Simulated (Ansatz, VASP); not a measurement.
**ZrN: VASP beside Ansatz**

```
CELL_PARAMETERS angstrom
0.00000 2.29427 2.29427
2.29427 0.00000 2.29427
2.29427 2.29427 0.00000
ATOMIC_POSITIONS crystal
Zr 0.50000 0.50000 0.50000
N 0.00000 0.00000 0.00000
```

Alike in both runs: task single point; functional BLYP; k mesh 8 × 8 × 8; occupations tetrahedron; no spin polarisation.

```csv
,VASP,Ansatz
version,VASP 6.6.1,Ansatz 0.2.0
potentials or method,"VASP PAW PBE potentials, release 64 (Zr_sv, N), cutoff 600 eV","scalar-relativistic, plane waves, PAW"
valence electrons in the cell,17,17
```

```csv
,VASP,Ansatz,Ansatz less VASP
gap on the k mesh at the Fermi level (eV),none,none,-
pressure (GPa),9.9,9.4,-0.49
```

VASP's potentials were made for PBE, not for BLYP. A gap of «none» marks a metal or a gap that the smearing closes. The functional is the same, so the differences come from potentials, cutoffs and numerics. Ansatz's warnings: band table not solved further, tetrahedron derivatives may miss energy slope.
